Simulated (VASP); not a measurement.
# Ir (P6_3/mmc) in VASP: a series of runs

The runs below take Ir through single point, with PBE, r2SCAN.

Everything below comes from runs of VASP 6.6.1. Logs are shortened: lines on timing, memory, paths and dates and some standing lists are left out, and cuts for length are marked.

### 1 The cell of the first run

It takes space group P6_3/mmc (No. 194, hexagonal). The conventional cell has a = 2.707 Å, b = 2.707 Å, c = 4.390 Å, α = 90.00°, β = 90.00°, γ = 120.00°. Within 3.6 Å of Ir (site symmetry -6m2) lie 12 Ir at 2.69 to 2.71 Å.

### 2 Single point, PBE

The input, INCAR:

```
SYSTEM = Ir
  PREC = Accurate
  ENCUT = 520
  EDIFF = 1E-7
  ISMEAR = 0
  SIGMA = 0.1
  LREAL = .False.
  LASPH = .True.
  NELM = 80
  ALGO = Normal
  ISIF = 2
  LWAVE = .False.
  LCHARG = .False.
  GGA = PE
  NBANDS = 16
```

The input, KPOINTS:

```
Automatic mesh
0
Gamma
  6 6 4
  0 0 0
```

The input, POSCAR:

```
Ir
1.0
    2.7066320898      0.0000000000      0.0000000000
   -1.3533160449      2.3440121484      0.0000000000
    0.0000000000      0.0000000000      4.3897195407
Ir
2
Direct
    0.6666666667      0.3333333333      0.7500000000
    0.3333333333      0.6666666667      0.2500000000
```

Potentials or basis: VASP PAW PBE potentials, release 64 (Ir).

The run is started by

```sh
> cat potpaw_PBE.64/Ir/POTCAR > POTCAR
> mpirun -np 1 vasp_std > vasp.out
```

OUTCAR:

```text
SYSTEM = Ir
   PREC = Accurate
   ENCUT = 520
   EDIFF = 1E-7
   ISMEAR = 0
   LREAL = .False.
   LASPH = .True.
   NELM = 80
   ISIF = 2
   GGA = PE

 ion  position               nearest neighbor table
   1  0.667  0.333  0.750-   2 2.69   2 2.69   2 2.69   2 2.69   2 2.69   2 2.69
   2  0.333  0.667  0.250-   1 2.69   1 2.69   1 2.69   1 2.69   1 2.69   1 2.69

  LATTYP: Found a hexagonal cell.
 ALAT       =     2.7066320898
 C/A-ratio  =     1.6218382828

  Lattice vectors:

 A1 = (   2.7066320898,   0.0000000000,   0.0000000000)
 A2 = (  -1.3533160449,   2.3440121484,   0.0000000000)
 A3 = (   0.0000000000,   0.0000000000,   4.3897195407)

Analysis of symmetry for initial positions (statically):
=====================================================================
 Subroutine PRICEL returns:
 Original cell was already a primitive cell.

 Routine SETGRP: Setting up the symmetry group for a
 hexagonal supercell.

 Subroutine GETGRP returns: Found 24 space group operations
 (whereof 12 operations were pure point group operations)
 out of a pool of 24 trial point group operations.

The static configuration has the point symmetry D_3d.
 The point group associated with its full space group is D_6h.

Analysis of symmetry for dynamics (positions and initial velocities):
=====================================================================
 Subroutine PRICEL returns:
 Original cell was already a primitive cell.

 Routine SETGRP: Setting up the symmetry group for a
 hexagonal supercell.

 Subroutine GETGRP returns: Found 24 space group operations
 (whereof 12 operations were pure point group operations)
 out of a pool of 24 trial point group operations.

The dynamic configuration has the point symmetry D_3d.
 The point group associated with its full space group is D_6h.

 Subroutine INISYM returns: Found 24 space group operations
 (whereof 12 operations are pure point group operations),
 and found     1 'primitive' translations

----------------------------------------------------------------------------------------

                                     Primitive cell

  volume of cell :      27.8500

  direct lattice vectors                    reciprocal lattice vectors
     2.706632090  0.000000000  0.000000000     0.369462848  0.213309475  0.000000000
    -1.353316045  2.344012148  0.000000000     0.000000000  0.426618949  0.000000000
     0.000000000  0.000000000  4.389719541     0.000000000  0.000000000  0.227804986

  length of vectors
     2.706632090  2.706632090  4.389719541     0.426618949  0.426618949  0.227804986

  position of ions in fractional coordinates (direct lattice)
     0.666666667  0.333333333  0.750000000
     0.333333333  0.666666667  0.250000000

  ion indices of the primitive-cell ions
   primitive index   ion index
                 1           1
                 2           2

----------------------------------------------------------------------------------------

 KPOINTS: Automatic mesh

Automatic generation of k-mesh.
 Grid dimensions read from file:
 generate k-points for:    6    6    4

 Generating k-lattice:

  Cartesian coordinates                     Fractional coordinates (reciprocal lattice)
     0.061577141  0.035551579  0.000000000     0.166666667  0.000000000  0.000000000
     0.000000000  0.071103158  0.000000000     0.000000000  0.166666667  0.000000000
     0.000000000  0.000000000  0.056951247     0.000000000  0.000000000  0.250000000

  Length of vectors
     0.071103158  0.071103158  0.056951247

  Shift w.r.t. Gamma in fractional coordinates (k-lattice)
     0.000000000  0.000000000  0.000000000

 Subroutine IBZKPT returns following result:
 ===========================================

 Found     21 irreducible k-points:

 Following reciprocal coordinates:
            Coordinates               Weight
  0.000000  0.000000  0.000000      1.000000
  0.166667 -0.000000  0.000000      6.000000
  0.333333 -0.000000  0.000000      6.000000
  0.500000 -0.000000  0.000000      3.000000
  0.166667  0.166667  0.000000      6.000000
  0.333333  0.166667  0.000000     12.000000
[... 13 lines left out ...]
  0.333333  0.166667  0.500000     12.000000
  0.333333  0.333333  0.500000      2.000000
   k-points           NKPTS =     21   k-points in BZ     NKDIM =     21   number of bands    NBANDS=     16
   number of dos      NEDOS =    301   number of ions     NIONS =      2
   total plane-waves  NPLWV =  14400
   dimension x,y,z NGX =    20 NGY =   20 NGZ =   36
   dimension x,y,z NGXF=    40 NGYF=   40 NGZF=   72
   ions per type =               2
   NGX,Y,Z   is equivalent  to a cutoff of  12.28, 12.28, 13.63 a.u.
   NGXF,Y,Z  is equivalent  to a cutoff of  24.57, 24.57, 27.27 a.u.
 SYSTEM =  Ir
   PREC   = accura    normal or accurate (medium, high low for compatibility)
   ISTART =      0    job   : 0-new  1-cont  2-samecut
   ICHARG =      2    charge: 1-file 2-atom 10-const
   ISPIN  =      1    spin polarized calculation?
   LNONCOLLINEAR =      F non collinear calculations
   LSORBIT =      F    spin-orbit coupling
   LASPH  =      T    aspherical Exc in radial PAW
   ENCUT  =  520.0 eV  38.22 Ry    6.18 a.u.   5.03  5.03  8.16*2*pi/ulx,y,z
   NELM   =     80;   NELMIN=  2; NELMDL= -5     # of ELM steps
   EDIFF  = 0.1E-06   stopping-criterion for ELM
   LREAL  =      F    real-space projection
   EDIFFG = 0.1E-05   stopping-criterion for IOM
   NSW    =      0    number of steps for IOM
   IBRION =     -1    ionic relax: 0-MD 1-quasi-New 2-CG
   NFREE  =      0    steps in history (QN), initial steepest desc. (CG)
   ISIF   =      2    stress and relaxation
   ISYM   =      2    0-nonsym 1-usesym 2-fastsym
   POTIM  = 0.5000    time-step for ionic-motion
   TEBEG  =    0.0;   TEEND  =   0.0 temperature during run
   PSTRESS=    0.0 pullay stress
   NELECT =      18.0000    total number of electrons
   NUPDOWN=      -1.0000    fix difference up-down
   EMIN   =  10.00;   EMAX   =-10.00  energy-range for DOS
   EFERMI =   0.00;   METHOD = LEGACY
   ISMEAR =     0;   SIGMA  =   0.10  broadening in eV -4-tet -1-fermi 0-gaus
   EFERMI_NEDOS =   21; number of points for ismear=-14 and -15
   IALGO  =     38    algorithm
   IMIX   =      4    mixing-type and parameters
     AMIX     =   0.40;   BMIX     =  1.00
     AMIX_MAG =   1.60;   BMIX_MAG =  1.00
  volume/ion in A,a.u.               =      13.93        93.97
  Fermi-wavevector in a.u.,A,eV,Ry     =   1.415436  2.674787 27.258733  2.003460
  Thomas-Fermi vector in A             =   2.536875
   LORBIT       =      0    0 simple, 1 ext, 2 COOP (PROOUT), +10 PAW based schemes
   GGA     = PE    functional components
   LHFCALC =     F    Hartree Fock is set to
   AEXX    =    0.0000 exact exchange contribution
   IVDW    =     0    specifies the selected vdW correction
   LEPSILON=     F    determine dielectric tensor
   LRPA    =     F    only Hartree local field effects (RPA)
 non-spin polarized calculation
 Gauss-broadening in eV      SIGMA  =   0.10
  energy-cutoff  :      520.00
  volume of cell :       27.85
 maximum number of plane-waves:       768
 NGX is ok and might be reduce to    20
   NGX =  9   NGY =  9   NGZ = 17

 number of electron      18.0000001 magnetization

 Free energy of the ion-electron system (eV)
  ---------------------------------------------------
  ext. energy  EPLUGINS =         0.00000000
  ---------------------------------------------------
  free energy    TOTEN  =       -17.46329615 eV

  energy without entropy =      -17.45412179  energy(sigma->0) =      -17.45870897

 E-fermi :  10.6021     XC(G=0): -14.0835

 val. band max:       10.5805749494   @ k =   0.5000  -0.0000   0.2500
 cond. band min:      10.7260904587   @ k =   0.1667  -0.0000   0.5000
 fundamental gap:      0.1455155092
 Fermi energy:        10.6020672477

 k-point     1 :       0.0000    0.0000    0.0000
  band No.  band energies     occupation
      1      -0.6081      2.00000
      2       2.4481      2.00000
      3       6.7322      2.00000
      4       6.8788      2.00000
      5       6.8788      2.00000
      6       7.5595      2.00000
[... 8 lines left out ...]
     15      27.2109      0.00000
     16      28.3554      0.00000

 k-point     2 :       0.1667   -0.0000    0.0000
  band No.  band energies     occupation
      1       0.4399      2.00000
      2       3.2967      2.00000
      3       5.8585      2.00000
      4       6.7070      2.00000
      5       6.9928      2.00000
      6       7.7503      2.00000
[... 8 lines left out ...]
     15      28.0920      0.00000
     16      28.7697      0.00000

 k-point     3 :       0.3333   -0.0000    0.0000
  band No.  band energies     occupation
      1       2.5192      2.00000
      2       3.5163      2.00000
      3       4.4843      2.00000
      4       6.1635      2.00000
      5       6.8861      2.00000
      6       7.0678      2.00000
[... 8 lines left out ...]
     15      24.8125      0.00000
     16      25.5281      0.00000

 k-point     4 :       0.5000   -0.0000    0.0000
  band No.  band energies     occupation
      1       3.0293      2.00000
      2       3.1931      2.00000
      3       3.6865      2.00000
      4       6.5316      2.00000
      5       7.1141      2.00000
      6       7.2527      2.00000
[... 8 lines left out ...]
     15      22.2089      0.00000
     16      22.3722      0.00000
[... 267 lines left out ...]
 k-point    19 :       0.1667    0.1667    0.5000
  band No.  band energies     occupation
      1       3.4782      2.00000
      2       3.4782      2.00000
      3       5.3624      2.00000
      4       5.3624      2.00000
      5       6.1825      2.00000
      6       6.1825      2.00000
[... 8 lines left out ...]
     15      26.8320      0.00000
     16      26.8320      0.00000

 k-point    20 :       0.3333    0.1667    0.5000
  band No.  band energies     occupation
      1       3.4606      2.00000
      2       3.4606      2.00000
      3       5.1906      2.00000
      4       5.1906      2.00000
      5       7.0968      2.00000
      6       7.0968      2.00000
[... 8 lines left out ...]
     15      24.5958      0.00000
     16      24.5958      0.00000

 k-point    21 :       0.3333    0.3333    0.5000
  band No.  band energies     occupation
      1       4.2956      2.00000
      2       4.2956      2.00000
      3       5.1860      2.00000
      4       5.1860      2.00000
      5       6.5613      2.00000
      6       6.5613      2.00000
[... 8 lines left out ...]
     15      20.8844      0.00000
     16      20.8844      0.00000

------------------------ aborting loop because EDIFF is reached ----------------------------------------

  FORCE on cell =-STRESS in cart. coord.  units (eV):
  Direction    XX          YY          ZZ          XY          YZ          ZX
  --------------------------------------------------------------------------------------
  -------------------------------------------------------------------------------------
  Total        3.5064547      3.5064547      2.3558596      0.0000000      0.0000000      0.0000000
  in kB      201.7218560    201.7218560    135.5295924      0.0000000      0.0000000      0.0000000
  external PRESSURE =     179.6577681 kB  Pullay stress =       0.0000000 kB

 VOLUME and BASIS-vectors are now :
 -----------------------------------------------------------------------------
  energy-cutoff  :      520.00
  volume of cell :       27.85
      direct lattice vectors                 reciprocal lattice vectors
     2.706632090  0.000000000  0.000000000     0.369462848  0.213309475  0.000000000
    -1.353316045  2.344012148  0.000000000     0.000000000  0.426618949  0.000000000
     0.000000000  0.000000000  4.389719541     0.000000000  0.000000000  0.227804986

 POSITION                                       TOTAL-FORCE (eV/Angst)
 -----------------------------------------------------------------------------------
      1.35332      0.78134      3.29229        -0.000000     -0.000000      0.000000
     -0.00000      1.56267      1.09743         0.000000      0.000000      0.000000
 -----------------------------------------------------------------------------------
    total drift:                               -0.000000      0.000000     -0.000000

  FREE ENERGIE OF THE ION-ELECTRON SYSTEM (eV)
  ---------------------------------------------------
  free  energy   TOTEN  =       -17.4632961501 eV

  energy  without entropy=      -17.4541217855  energy(sigma->0) =      -17.45870897
```

Run time: 14 s. Hardware: 1 thread of Intel Xeon 8259CL, shared host; peak memory 0.14 GiB.

What came out:

* Free energy: -17.4633 eV
* Pressure: 18.0 GPa
* Band gap on the k mesh: zero (band 9 reaches 11.83 eV, above the bottom of band 10 at 8.41 eV)

Caveat: the k points lie up to 0.45 Å⁻¹ apart; spin-orbit coupling is left out, which moves the levels of the heavy elements.

### 3 Single point, r2SCAN

This run uses another cell than the first one, of 14.63 Å³/atom, 1.050 times its volume.

The input, POSCAR:

```
Ir
1.0
    2.7513778946      0.0000000000      0.0000000000
   -1.3756889473      2.3827631521      0.0000000000
    0.0000000000      0.0000000000      4.4622900000
Ir
2
Direct
    0.6666666667      0.3333333333      0.7500000000
    0.3333333333      0.6666666667      0.2500000000
```

The input, INCAR.step1:

```
ALGO = Normal
EDIFF = 1E-5
ENCUT = 550
GGA = PE
GGA_COMPAT = False
ISMEAR = 0
LASPH = True
LCHARG = False
LREAL = False
LWAVE = True
NBANDS = 16
NELM = 120
PREC = Accurate
SIGMA = 0.1
```

The input, INCAR.step2:

```
ALGO = Normal
EDIFF = 1E-6
ENCUT = 550
GGA_COMPAT = False
ISIF = 2
ISMEAR = 0
ISTART = 1
LASPH = True
LCHARG = True
LELF = True
LMIXTAU = True
LREAL = False
LVHAR = True
LWAVE = False
METAGGA = R2SCAN
NBANDS = 16
NELM = 120
PREC = Accurate
SIGMA = 0.1
```

The input, KPOINTS:

```
k-points
0
Gamma
  3 3 1
```

Potentials or basis: VASP PAW PBE potentials, release 64 (Ir).

The run is started by

```sh
> cat potpaw_PBE.64/Ir/POTCAR > POTCAR
> cp INCAR.step1 INCAR
> mpirun -np 1 vasp_std > vasp.out
> cp INCAR.step2 INCAR
> mpirun -np 1 vasp_std > vasp.out
```

Wall time 20 s (1 thread of Intel Xeon Platinum 8488C (Sapphire Rapids), shared host); peak memory 0.16 GiB.

Results (log left out):

```
Free energy            : -103.5165 eV
Pressure               : 3.3 GPa
Band gap on the k mesh : zero (band 9 reaches 9.68 eV, above the bottom of band 10 at 8.86 eV)
```

Stress tensor (GPa, compression positive):
```
 17.33   0.00   0.00
  0.00  17.33   0.00
  0.00   0.00 -24.81
```

Levels at points of the mesh, in eV from the Fermi level:
```tsv
k point	band 5	band 6	band 7	band 8	band 9	band 10	band 11	band 12	band 13	band 14
(0.00, 0.00, 0.00)	-3.47	-2.82	-2.82	-2.26	-2.26	-0.72	0.40	0.40	7.27	15.45
```

Caveat: the k points lie up to 1.41 Å⁻¹ apart; the PAW data sets were made with another functional, which shifts forces and pressure a little; spin-orbit coupling is left out, which moves the levels of the heavy elements.

### 4 Single point, PBE

This run uses another cell than the first one, of 14.63 Å³/atom, 1.050 times its volume.

The input, INCAR:

```
SYSTEM = Ir
  ALGO = Normal
  EDIFF = 1E-6
  ENCUT = 500
  GGA = PE
  GGA_COMPAT = .FALSE.
  ISIF = 2
  ISMEAR = 0
  ISYM = 0
  LASPH = .TRUE.
  LCHARG = .FALSE.
  LREAL = .FALSE.
  LWAVE = .FALSE.
  NBANDS = 16
  NELM = 120
  PREC = Accurate
  SIGMA = 0.029
```

The input, KPOINTS:

```
k-points
0
G
  4 2 2
  0 0 0
```

POSCAR is that of step 3.

The run is started by

```sh
> cat potpaw_PBE.64/Ir/POTCAR > POTCAR
> mpirun -np 1 vasp_std > vasp.out
```

Run time: 11 s. Hardware: 1 thread of Intel Xeon Platinum 8488C (Sapphire Rapids), shared host; peak memory 0.14 GiB.

Results (log left out):

* Free energy: -16.6501 eV
* Pressure: 3.3 GPa
* Largest force: 0.105 eV/Å
* Band gap on the k mesh: zero (band 9 reaches 10.87 eV, above the bottom of band 10 at 8.48 eV)

Forces on the atoms (eV/Å):
```
Ir  -0.091 -0.052  0.000
Ir   0.091  0.052  0.000
```

Stress tensor (GPa, compression positive):
```
-4.86 -5.93  0.00
-5.93  1.99  0.00
 0.00  0.00 12.69
```

Levels at points of the mesh, in eV from the Fermi level:
| k point | band 6 | band 7 | band 8 | band 9 | band 10 | band 11 |
| --- | --- | --- | --- | --- | --- | --- |
| (0.00, 0.00, 0.00) | -3.68 | -3.62 | -2.71 | -2.55 | -1.09 | -0.20 |
| (0.50, 0.00, 0.00) | -3.65 | -3.34 | 0.07 | 0.44 | 0.45 | 2.46 |
| (0.00, 0.50, 0.00) | -3.74 | -3.22 | 0.03 | 0.41 | 0.57 | 2.28 |
| (0.50, 0.50, 0.00) | -3.74 | -3.22 | 0.03 | 0.41 | 0.57 | 2.28 |
| (0.00, 0.00, 0.50) | -4.36 | -4.33 | -4.33 | -0.94 | -0.94 | -0.80 |
| (0.50, 0.00, 0.50) | -2.47 | -1.26 | -1.26 | 0.30 | 0.30 | 1.58 |
| (0.00, 0.50, 0.50) | -2.37 | -1.32 | -1.32 | 0.26 | 0.26 | 1.44 |
| (0.50, 0.50, 0.50) | -2.37 | -1.32 | -1.32 | 0.26 | 0.26 | 1.44 |

Caveat: the k points lie up to 1.32 Å⁻¹ apart; spin-orbit coupling is left out, which moves the levels of the heavy elements.

### 5 Overview

```csv
level,cell,k mesh,cutoff (eV),smearing,gap on the mesh (eV),pressure (GPa)
PBE,"a = 2.707, b = 2.707, c = 4.390 Å, angles 90.0, 90.0, 120.0°, 2 atoms",6 × 6 × 4,520,gaussian 0.1 eV,none,18.0
r2SCAN,"a = 2.751, b = 2.751, c = 4.462 Å, angles 90.0, 90.0, 120.0°, 2 atoms",3 × 3 × 1,550,gaussian 0.1 eV,none,3.3
PBE,"a = 2.751, b = 2.751, c = 4.462 Å, angles 90.0, 90.0, 120.0°, 2 atoms",4 × 2 × 2,500,gaussian 0.029 eV,none,3.3
```

Alike in all rows: task single point; potentials or basis VASP PAW PBE potentials, release 64 (Ir); no spin polarisation.

Caveats: all runs use coarse meshes; spin-orbit coupling is left out, which moves the levels of the heavy elements; the PAW data sets were made with another functional, which shifts forces and pressure a little (some runs).

Total energies depend on the potentials used, so only differences within one code and one set of settings carry meaning.
